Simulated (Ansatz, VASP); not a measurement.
## HO: VASP beside Ansatz

```xyz
2
Lattice="7.1747 0.0000 0.0000 0.0000 6.3274 0.0000 0.0000 0.0000 23.6233" Properties=species:S:1:pos:R:3 pbc="T T T"
O     8.3321    0.7739   13.7385
H     8.5941    0.0551   14.3359
```

Alike in both runs: task single point; functional PBE; dispersion D3(BJ); k mesh 2 × 3 × 1; occupations gaussian, width 0.05 eV; collinear spin.

|  | VASP | Ansatz |
| --- | --- | --- |
| version | VASP 6.6.1 | Ansatz 0.2.0 |
| potentials or method | VASP PAW PBE potentials, release 64 (O, H), cutoff 520 eV | scalar-relativistic, plane waves, PAW |
| valence electrons in the cell | 7 | 7 |

VASP gave:

- rms of the force components (eV/Å): 0.443
- net moment per atom (μB): 0.50
- size of the moment on the site where the two differ most (μB): 0.77

Q: What did Ansatz give for the same quantities?

A: rms of the force components (eV/Å): 0.364; net moment per atom (μB): 0.50; size of the moment on the site where the two differ most (μB): 0.32.

Site moments also hang on the region over which each program counts them. Atom by atom the forces differ by 0.079 eV/Å (rms over components). Ansatz's warnings: stability check not made.

The k mesh is coarse, so the values compare programs but aren't converged.
